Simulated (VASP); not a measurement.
Re: single point with PBE

The system is Re.

```xyz
2
Lattice="2.7769 0.0000 0.0000 -1.3884 2.4048 0.0000 0.0000 0.0000 4.4788" Properties=species:S:1:pos:R:3 pbc="T T T"
Re    0.0000    1.6032    1.1197
Re    1.3884    0.8016    3.3591
```

* Program: VASP 6.6.1
* Task: single point
* Functional: PBE
* Potentials or basis: VASP PAW PBE potentials, release 64 (Re)
* Cutoff: 520 eV
* k mesh: 13 × 13 × 7
* Occupations: gaussian, width 0.3 eV
* Spin: no spin polarisation
* Dipole correction: no
* Further INCAR settings: ALGO = Normal; EDIFF = 1e-07; NBANDS = 14

- Pressure: -0.4 GPa
- Band gap on the k mesh: zero (band 7 reaches 8.84 eV, above the bottom of band 8 at 6.14 eV)

Stress tensor (GPa, compression positive):
```
-0.37  0.00  0.00
 0.00 -0.37  0.00
 0.00  0.00 -0.59
```

Levels at points of the mesh, in eV from the Fermi level:
```csv
k point,band 3,band 4,band 5,band 6,band 7,band 8,band 9,band 10,band 11,band 12
"(0.00, 0.00, 0.00)",-1.55,-1.55,-1.53,-0.73,-0.73,0.17,0.17,0.59,3.28,3.28
```

Wall time 56 s on 1 thread of Intel(R) Xeon(R) Platinum 8375C CPU @ 2.90GHz (Ice Lake), with other jobs on the host, peak memory 0.17 GiB.

Caveat: spin-orbit coupling is left out, which moves the levels of the heavy elements.
